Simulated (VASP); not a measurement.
Write the native input for VASP 6.6.1 that does the following.

- Task: single point
- Functional: PBE
- Potentials or basis: VASP PAW PBE potentials, release 64 (Bi_d)
- Cutoff: 520 eV
- k mesh: 11 × 11 × 11
- Occupations: fermi-dirac, width 0.03 eV
- Spin: no spin polarisation
- Dipole correction: no
- Further INCAR settings: ALGO = Normal; EDIFF = 1e-07; NBANDS = 22

The structure of Bi lies in POSCAR:

```
Bi
1.0
    2.2577441873      1.3035092143      3.9274622876
   -2.2577441873      1.3035092143      3.9274622876
    0.0000000000     -2.6070184286      3.9274622876
Bi
2
Direct
    0.2338900000      0.2338900000      0.2338900000
    0.7661100000      0.7661100000      0.7661100000
```

These files were run (other wordings do the same):

INCAR

```
SYSTEM = Bi
PREC = Accurate ; ENCUT = 520
EDIFF = 1E-7 ; ISMEAR = -1
SIGMA = 0.03 ; LREAL = .False.
LASPH = .True. ; NELM = 80
ALGO = Normal ; ISIF = 2
LWAVE = .False. ; LCHARG = .True.
GGA = PE ; LELF = .True.
LVHAR = .True. ; NBANDS = 22
```

KPOINTS

```
Automatic mesh
0
Gamma
  11 11 11
  0 0 0
```

Potentials or basis: VASP PAW PBE potentials, release 64 (Bi_d).

Command:

```bash
$ cat potpaw_PBE.64/Bi_d/POTCAR > POTCAR
$ mpirun -np 1 vasp_std > vasp.out
```

Results of the run:

```
Pressure               : 2.8 GPa
Largest force          : 0.295 eV/Å
Band gap on the k mesh : zero (bands 15 and 16 overlap by 0.06 eV)
```

Caveat: spin-orbit coupling is left out, which moves the levels of the heavy elements.

It took 4 min on 1 thread of Intel Xeon 8259CL, with other jobs on the host, peak memory 0.32 GiB.
